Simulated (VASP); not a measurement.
# MnO (P6_3mc) in VASP: single point with PBE+U

Aim: the single point of MnO with PBE+U.

Program: VASP 6.6.1. These are calculated values, not measurements. Logs are shortened: lines on timing, memory, paths and dates and some standing lists are left out, and cuts for length are marked.

### 1 The cell of the first run

It takes space group P6_3mc (No. 186, hexagonal). The conventional cell has a = 3.479 Å, b = 3.479 Å, c = 5.472 Å, α = 90.00°, β = 90.00°, γ = 120.00°. Within 2.8 Å of Mn (site symmetry 3m) lie 4 O at 2.10 to 2.12 Å. O (site symmetry 3m) has 4 Mn at 2.10 to 2.12 Å within 2.8 Å.

### 2 Single point, PBE+U, collinear spin, ferromagnetic start

Input file INCAR:

```
SYSTEM = MnO
ALGO = Normal
EDIFF = 1E-6
ENCUT = 520
GGA = PE
ISIF = 2
ISMEAR = 0
ISPIN = 2
LASPH = .True.
LCHARG = .True.
LDAU = .True.
LDAUJ = 0 0
LDAUL = 2 -1
LDAUPRINT = 1
LDAUTYPE = 2
LDAUU = 3.9 0
LELF = .True.
LMAXMIX = 4
LORBIT = 11
LREAL = .False.
LVHAR = .True.
LWAVE = .False.
MAGMOM = 4.54 4.54 0.12 0.12
NBANDS = 31
NELM = 150
PREC = Accurate
SIGMA = 0.1
```

Input file KPOINTS:

```
k-points
0
Gamma
  15 15 8
  0 0 0
```

Input file POSCAR:

```
MnO
1.0
    3.4791813230      0.0000000000      0.0000000000
   -1.7395906615      3.0130594101      0.0000000000
    0.0000000000      0.0000000000      5.4724156219
Mn O
2 2
Direct
    0.3333333333      0.6666666667     -0.0000594681
    0.6666666667      0.3333333333      0.4999405319
    0.3333333333      0.6666666667      0.3864894681
    0.6666666667      0.3333333333      0.8864894681
```

Potentials or basis: VASP PAW PBE potentials, release 64 (Mn_pv, O).

The run is started by

```console
$ cat potpaw_PBE.64/Mn_pv/POTCAR potpaw_PBE.64/O/POTCAR > POTCAR
$ mpirun -np 1 vasp_std > vasp.out
```

OUTCAR:

```text
SYSTEM = MnO
   EDIFF = 1E-6
   ENCUT = 520
   GGA = PE
   ISIF = 2
   ISMEAR = 0
   ISPIN = 2
   LASPH = .True.
   LORBIT = 11
   LREAL = .False.
   NELM = 150
   PREC = Accurate

 ion  position               nearest neighbor table
   1  0.333  0.667  1.000-   4 2.10   4 2.10   4 2.10   3 2.12
   2  0.667  0.333  0.500-   3 2.10   3 2.10   3 2.10   4 2.12
   3  0.333  0.667  0.386-   2 2.10   2 2.10   2 2.10   1 2.12
   4  0.667  0.333  0.886-   1 2.10   1 2.10   1 2.10   2 2.12

  LATTYP: Found a hexagonal cell.
 ALAT       =     3.4791813230
 C/A-ratio  =     1.5729032533

  Lattice vectors:

 A1 = (   3.4791813230,   0.0000000000,   0.0000000000)
 A2 = (  -1.7395906615,   3.0130594101,   0.0000000000)
 A3 = (   0.0000000000,   0.0000000000,   5.4724156219)

Analysis of symmetry for initial positions (statically):
=====================================================================
 Subroutine PRICEL returns:
 Original cell was already a primitive cell.

 Routine SETGRP: Setting up the symmetry group for a
 hexagonal supercell.

 Subroutine GETGRP returns: Found 12 space group operations
 (whereof  6 operations were pure point group operations)
 out of a pool of 24 trial point group operations.

The static configuration has the point symmetry C_3v.
 The point group associated with its full space group is C_6v.

Analysis of symmetry for dynamics (positions and initial velocities):
=====================================================================
 Subroutine PRICEL returns:
 Original cell was already a primitive cell.

 Routine SETGRP: Setting up the symmetry group for a
 hexagonal supercell.

 Subroutine GETGRP returns: Found 12 space group operations
 (whereof  6 operations were pure point group operations)
 out of a pool of 24 trial point group operations.

The dynamic configuration has the point symmetry C_3v.
 The point group associated with its full space group is C_6v.

Analysis of structural, dynamic, and magnetic symmetry:
=====================================================================
 Subroutine PRICEL returns:
 Original cell was already a primitive cell.

 Routine SETGRP: Setting up the symmetry group for a
 hexagonal supercell.

 Subroutine GETGRP returns: Found 12 space group operations
 (whereof  6 operations were pure point group operations)
 out of a pool of 24 trial point group operations.

The overall configuration has the point symmetry C_3v.
 The point group associated with its full space group is C_6v.

 Subroutine INISYM returns: Found 12 space group operations
 (whereof  6 operations are pure point group operations),
 and found     1 'primitive' translations

----------------------------------------------------------------------------------------

                                     Primitive cell

  volume of cell :      57.3672

  direct lattice vectors                    reciprocal lattice vectors
     3.479181323  0.000000000  0.000000000     0.287423939  0.165944288  0.000000000
    -1.739590662  3.013059410  0.000000000     0.000000000  0.331888577  0.000000000
     0.000000000  0.000000000  5.472415622     0.000000000  0.000000000  0.182734659

  length of vectors
     3.479181323  3.479181323  5.472415622     0.331888577  0.331888577  0.182734659

  position of ions in fractional coordinates (direct lattice)
     0.333333333  0.666666667  0.999940532
     0.666666667  0.333333333  0.499940532
     0.333333333  0.666666667  0.386489468
     0.666666667  0.333333333  0.886489468

  ion indices of the primitive-cell ions
   primitive index   ion index
                 1           1
                 2           2
                 3           3
                 4           4

----------------------------------------------------------------------------------------

 KPOINTS: k-points

Automatic generation of k-mesh.
 Grid dimensions read from file:
 generate k-points for:   15   15    8

 Generating k-lattice:

[... 84 lines left out ...]
  Thomas-Fermi vector in A             =   2.547287
   LORBIT       =     11    0 simple, 1 ext, 2 COOP (PROOUT), +10 PAW based schemes
 LDA+U is selected, type is set to LDAUTYPE =  2
   angular momentum for each species LDAUL =     2   -1
   U (eV)           for each species LDAUU =   3.9  0.0
   J (eV)           for each species LDAUJ =   0.0  0.0
   GGA     = PE    functional components
   LHFCALC =     F    Hartree Fock is set to
   AEXX    =    0.0000 exact exchange contribution
   IVDW    =     0    specifies the selected vdW correction
   LEPSILON=     F    determine dielectric tensor
   LRPA    =     F    only Hartree local field effects (RPA)
 spin polarized calculation
 Gauss-broadening in eV      SIGMA  =   0.10
  energy-cutoff  :      520.00
  volume of cell :       57.37
 maximum number of plane-waves:      1574
 NGX is ok and might be reduce to    28
   NGX = 13   NGY = 13   NGZ = 21

 number of electron      37.9999989 magnetization      10.0000323

atom =   1  type =  1  l = 2

 onsite density matrix

spin component  1

  0.9487 -0.0000 -0.0000  0.0017  0.0000
 -0.0000  0.9457  0.0000 -0.0000  0.0017
 -0.0000  0.0000  0.9504  0.0000  0.0000
  0.0017 -0.0000  0.0000  0.9457 -0.0000
  0.0000  0.0017  0.0000 -0.0000  0.9487

spin component  2

  0.0451  0.0000 -0.0000  0.0153 -0.0000
  0.0000  0.0289  0.0000  0.0000  0.0153
 -0.0000  0.0000  0.0573 -0.0000  0.0000
  0.0153  0.0000 -0.0000  0.0289  0.0000
 -0.0000  0.0153  0.0000  0.0000  0.0451

 occupancies and eigenvectors

  o =  0.0197  v =  0.0000  0.0000  0.0000  0.0000  0.0000 -0.5160 -0.0000 -0.0000  0.8566  0.0000      0.0000  0.0000  0.0000  0.0000  0.0000  0.0000  0.0000  0.0000  0.0000  0.0000
  o =  0.0197  v =  0.0000  0.0000  0.0000  0.0000  0.0000 -0.0000  0.8566  0.0000  0.0000 -0.5160      0.0000  0.0000  0.0000  0.0000  0.0000  0.0000  0.0000  0.0000  0.0000  0.0000
  o =  0.0543  v =  0.0000  0.0000  0.0000  0.0000  0.0000  0.8566 -0.0000  0.0000  0.5160 -0.0001      0.0000  0.0000  0.0000  0.0000  0.0000  0.0000  0.0000  0.0000  0.0000  0.0000
  o =  0.0543  v =  0.0000  0.0000  0.0000  0.0000  0.0000  0.0001  0.5160 -0.0000  0.0000  0.8566      0.0000  0.0000  0.0000  0.0000  0.0000  0.0000  0.0000  0.0000  0.0000  0.0000
  o =  0.0573  v =  0.0000  0.0000  0.0000  0.0000  0.0000  0.0000 -0.0000 -1.0000  0.0000 -0.0000      0.0000  0.0000  0.0000  0.0000  0.0000  0.0000  0.0000  0.0000  0.0000  0.0000
  o =  0.9450  v =  0.4122  0.0000  0.0000 -0.9111 -0.0000  0.0000  0.0000  0.0000  0.0000  0.0000      0.0000  0.0000  0.0000  0.0000  0.0000  0.0000  0.0000  0.0000  0.0000  0.0000
  o =  0.9450  v =  0.0000 -0.9111 -0.0000 -0.0000  0.4122  0.0000  0.0000  0.0000  0.0000  0.0000      0.0000  0.0000  0.0000  0.0000  0.0000  0.0000  0.0000  0.0000  0.0000  0.0000
  o =  0.9495  v = -0.9111  0.0000  0.0000 -0.4122 -0.0000  0.0000  0.0000  0.0000  0.0000  0.0000      0.0000  0.0000  0.0000  0.0000  0.0000  0.0000  0.0000  0.0000  0.0000  0.0000
  o =  0.9495  v =  0.0000  0.4122 -0.0000 -0.0000  0.9111  0.0000  0.0000  0.0000  0.0000  0.0000      0.0000  0.0000  0.0000  0.0000  0.0000  0.0000  0.0000  0.0000  0.0000  0.0000
  o =  0.9504  v =  0.0000  0.0000  1.0000  0.0000  0.0000  0.0000  0.0000  0.0000  0.0000  0.0000      0.0000  0.0000  0.0000  0.0000  0.0000  0.0000  0.0000  0.0000  0.0000  0.0000

atom =   2  type =  1  l = 2

 onsite density matrix

spin component  1

  0.9487  0.0000 -0.0000 -0.0017  0.0000
  0.0000  0.9457 -0.0000 -0.0000 -0.0017
 -0.0000 -0.0000  0.9504 -0.0000  0.0000
 -0.0017 -0.0000 -0.0000  0.9457  0.0000
  0.0000 -0.0017  0.0000  0.0000  0.9487

spin component  2

  0.0451 -0.0000 -0.0000 -0.0153 -0.0000
 -0.0000  0.0289 -0.0000  0.0000 -0.0153
 -0.0000 -0.0000  0.0573  0.0000  0.0000
 -0.0153  0.0000  0.0000  0.0289 -0.0000
 -0.0000 -0.0153  0.0000 -0.0000  0.0451

 occupancies and eigenvectors

  o =  0.0197  v =  0.0000  0.0000  0.0000  0.0000  0.0000  0.5160 -0.0000 -0.0000  0.8566 -0.0000      0.0000  0.0000  0.0000  0.0000  0.0000  0.0000  0.0000  0.0000  0.0000  0.0000
  o =  0.0197  v =  0.0000  0.0000  0.0000  0.0000  0.0000  0.0000  0.8566 -0.0000  0.0000  0.5160      0.0000  0.0000  0.0000  0.0000  0.0000  0.0000  0.0000  0.0000  0.0000  0.0000
  o =  0.0543  v =  0.0000  0.0000  0.0000  0.0000  0.0000 -0.8566 -0.0001 -0.0000  0.5160  0.0001      0.0000  0.0000  0.0000  0.0000  0.0000  0.0000  0.0000  0.0000  0.0000  0.0000
  o =  0.0543  v =  0.0000  0.0000  0.0000  0.0000  0.0000 -0.0001  0.5160  0.0000  0.0001 -0.8566      0.0000  0.0000  0.0000  0.0000  0.0000  0.0000  0.0000  0.0000  0.0000  0.0000
  o =  0.0573  v =  0.0000  0.0000  0.0000  0.0000  0.0000 -0.0000 -0.0000  1.0000  0.0000  0.0000      0.0000  0.0000  0.0000  0.0000  0.0000  0.0000  0.0000  0.0000  0.0000  0.0000
  o =  0.9450  v =  0.4122  0.0001 -0.0000  0.9111  0.0000  0.0000  0.0000  0.0000  0.0000  0.0000      0.0000  0.0000  0.0000  0.0000  0.0000  0.0000  0.0000  0.0000  0.0000  0.0000
  o =  0.9450  v =  0.0000 -0.9111  0.0000  0.0001 -0.4122  0.0000  0.0000  0.0000  0.0000  0.0000      0.0000  0.0000  0.0000  0.0000  0.0000  0.0000  0.0000  0.0000  0.0000  0.0000
  o =  0.9495  v =  0.9111 -0.0000 -0.0000 -0.4122  0.0001  0.0000  0.0000  0.0000  0.0000  0.0000      0.0000  0.0000  0.0000  0.0000  0.0000  0.0000  0.0000  0.0000  0.0000  0.0000
  o =  0.9495  v = -0.0001 -0.4122 -0.0000  0.0000  0.9111  0.0000  0.0000  0.0000  0.0000  0.0000      0.0000  0.0000  0.0000  0.0000  0.0000  0.0000  0.0000  0.0000  0.0000  0.0000
  o =  0.9504  v =  0.0000  0.0000 -1.0000 -0.0000 -0.0000  0.0000  0.0000  0.0000  0.0000  0.0000      0.0000  0.0000  0.0000  0.0000  0.0000  0.0000  0.0000  0.0000  0.0000  0.0000

 number of electron      37.9999989 magnetization       9.9999716

 Free energy of the ion-electron system (eV)
  ---------------------------------------------------
  ext. energy  EPLUGINS =         0.00000000
  ---------------------------------------------------
  free energy    TOTEN  =       -30.86249179 eV

  energy without entropy =      -30.86228223  energy(sigma->0) =      -30.86238701

 E-fermi :   4.3160     XC(G=0): -10.1363

 val. band max:        4.2567584716   @ k =   0.0000   0.0000   0.0000
 cond. band min:       4.3175481111   @ k =   0.0000   0.0000   0.1250
 fundamental gap:      0.0607896394
 Fermi energy:         4.3159681213

 spin component 1

 k-point     1 :       0.0000    0.0000    0.0000
  band No.  band energies     occupation
      1     -45.4581      1.00000
      2     -45.4331      1.00000
      3     -45.4226      1.00000
      4     -45.4226      1.00000
      5     -45.4182      1.00000
      6     -45.4182      1.00000
[... 1625 lines left out ...]
     30      15.7297      0.00000
     31      16.6247      0.00000

 [... further k-points ...]

------------------------ aborting loop because EDIFF is reached ----------------------------------------

  FORCE on cell =-STRESS in cart. coord.  units (eV):
  Direction    XX          YY          ZZ          XY          YZ          ZX
  --------------------------------------------------------------------------------------
  -------------------------------------------------------------------------------------
  Total       -0.0375602     -0.0375602     -0.1069115      0.0000000     -0.0000000      0.0000000
  in kB       -1.0489990     -1.0489990     -2.9858709      0.0000000     -0.0000000      0.0000000
  external PRESSURE =      -1.6946230 kB  Pullay stress =       0.0000000 kB

 VOLUME and BASIS-vectors are now :
 -----------------------------------------------------------------------------
  energy-cutoff  :      520.00
  volume of cell :       57.37
      direct lattice vectors                 reciprocal lattice vectors
     3.479181323  0.000000000  0.000000000     0.287423939  0.165944288  0.000000000
    -1.739590662  3.013059410  0.000000000     0.000000000  0.331888577  0.000000000
     0.000000000  0.000000000  5.472415622     0.000000000  0.000000000  0.182734659

 POSITION                                       TOTAL-FORCE (eV/Angst)
 -----------------------------------------------------------------------------------
     -0.00000      2.00871      5.47209         0.000000      0.000000     -0.016604
      1.73959      1.00435      2.73588        -0.000000     -0.000000     -0.016604
     -0.00000      2.00871      2.11503        -0.000000      0.000000      0.016604
      1.73959      1.00435      4.85124         0.000000     -0.000000      0.016604
 -----------------------------------------------------------------------------------
    total drift:                               -0.000000      0.000000      0.000298

  FREE ENERGIE OF THE ION-ELECTRON SYSTEM (eV)
  ---------------------------------------------------
  free  energy   TOTEN  =       -30.8624917869 eV

  energy  without entropy=      -30.8622822264  energy(sigma->0) =      -30.86238701

 total charge

# of ion       s       p       d       tot
------------------------------------------
    1        0.226   6.197   4.925  11.348
    2        0.226   6.197   4.925  11.348
    3        1.551   3.447   0.000   4.998
    4        1.551   3.447   0.000   4.998
--------------------------------------------------
tot          3.554  19.288   9.851  32.692

 magnetization (x)

# of ion       s       p       d       tot
------------------------------------------
    1        0.036   0.048   4.524   4.609
    2        0.036   0.048   4.524   4.609
    3        0.013   0.085   0.000   0.098
    4        0.013   0.085   0.000   0.098
--------------------------------------------------
tot          0.099   0.266   9.048   9.413
```

Wall time 17 min (1 thread of AMD EPYC 7R13, shared host); peak memory 0.41 GiB.

Results:

* Free energy: -30.8625 eV
* Pressure: -0.2 GPa
* Largest force: 0.017 eV/Å
* Band gap on the k mesh: zero (filled and empty bands touch)
* Net moment: 10.00 μB per cell
* Site moments: Mn +4.61; O +0.10 μB
* Valence electrons inside the program's atomic spheres: Mn 11.35; O 5.00

Forces in eV/Å, atoms in the order of the input:
```
Mn   0.000  0.000 -0.017
Mn   0.000  0.000 -0.017
O    0.000  0.000  0.017
O    0.000  0.000  0.017
```

Eigenvalues of the final occupation matrices:
```csv
site,spin,trace,eigenvalues
site 1 d,1,4.74,0.94 0.94 0.95 0.95 0.95
site 1 d,2,0.21,0.02 0.02 0.05 0.05 0.06
site 2 d,1,4.74,0.94 0.94 0.95 0.95 0.95
site 2 d,2,0.21,0.02 0.02 0.05 0.05 0.06
```

Caveat: the run started ferromagnetic, and an antiferromagnetic order may lie lower in energy. The state reached can hang on the start; a lower one may exist.

The gap in the log of VASP goes by the Fermi energy; the results here count the filled bands.